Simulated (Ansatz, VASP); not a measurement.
# One calculation of Ta2N, two programs

INCAR

```
PREC = Accurate ; ENCUT = 520
EDIFF = 1E-6 ; ISMEAR = 0
SIGMA = 0.15 ; LREAL = False
LASPH = True ; NELM = 60
ALGO = Normal ; ISIF = 2
LWAVE = False ; LCHARG = False
GGA = CA ; NBANDS = 50
```

Contents of KPOINTS:

```
Automatic mesh
0
Gamma
  9 9 8
```

The input POSCAR:

```
Ta2N
1.0
    5.1945250684      0.0000000000      0.0000000000
   -2.5972625342      4.4985906699      0.0000000000
    0.0000000000      0.0000000000      4.9483045802
Ta N
6 3
Direct
    0.6549760690      0.6549760690      0.7526041962
    0.0000000000      0.3450239310      0.7526041962
    0.3450239310      0.0000000000      0.7526041962
    0.3450239310      0.3450239310      0.2473958038
    0.0000000000      0.6549760690      0.2473958038
    0.6549760690      0.0000000000      0.2473958038
    0.6666666667      0.3333333333      0.5000000000
    0.3333333333      0.6666666667      0.5000000000
    0.0000000000      0.0000000000      0.0000000000
```

Input for Ansatz:

```yaml
crystal:
  lattice:
    - [5.1945250684, 0.0, 0.0]
    - [-2.5972625342, 4.4985906699, 0.0]
    - [0.0, 0.0, 4.9483045802]
  atoms:
    - { symbol: Ta, position: [0.654976069, 0.654976069, 0.7526041962] }
    - { symbol: Ta, position: [0.0, 0.345023931, 0.7526041962] }
    - { symbol: Ta, position: [0.345023931, 0.0, 0.7526041962] }
    - { symbol: Ta, position: [0.345023931, 0.345023931, 0.2473958038] }
    - { symbol: Ta, position: [0.0, 0.654976069, 0.2473958038] }
    - { symbol: Ta, position: [0.654976069, 0.0, 0.2473958038] }
    - { symbol: "N", position: [0.6666666667, 0.3333333333, 0.5] }
    - { symbol: "N", position: [0.3333333333, 0.6666666667, 0.5] }
    - { symbol: "N", position: [0.0, 0.0, 0.0] }
basis:
  ecutwfc: 520.0
kpoints:
  mp_grid: { grid: [9, 9, 8] }
hamiltonian:
  xc: lda
  pseudopotentials: { kind: paw, azcp: { folder: soft_1 } }
scf:
  occupations: { method: gaussian, width: 0.15 }
output:
  forces: true
  stress: true
  eigenvalues: true
```

Alike in both runs: task single point; functional LDA; k mesh 9 × 9 × 8; occupations gaussian, width 0.15 eV; no spin polarisation.

```csv
,VASP,Ansatz
version,VASP 6.6.1,Ansatz 0.2.0
potentials or method,"VASP PAW LDA potentials, release 64 (Ta_pv, N), cutoff 520 eV","scalar-relativistic, plane waves, PAW"
valence electrons in the cell,81,93
```

|  | VASP | Ansatz | Ansatz less VASP |
| --- | --- | --- | --- |
| gap on the k mesh at the Fermi level (eV) | none | none | - |
| pressure (GPa) | 2.4 | 0.8 | -1.60 |
| traceless stress, the component that is largest in VASP (GPa) | -2.81 | -2.82 | -0.007 |
| rms of the force components (eV/Å) | 0.791 | 0.783 | -0.0077 |

Ansatz warns that its potentials were made for another functional, while VASP's fit it. LDA's correlation is that of Perdew and Zunger in VASP and of Perdew and Wang (1992) in Ansatz. Atom by atom the forces differ by 0.012 eV/Å (rms over components). A gap of «none» marks a metal or a gap that the smearing closes. VASP's potentials hold 81 valence electrons a cell and Ansatz's 93, so a difference there can come from the potentials and not from the codes.

Neither program's run includes spin-orbit coupling.
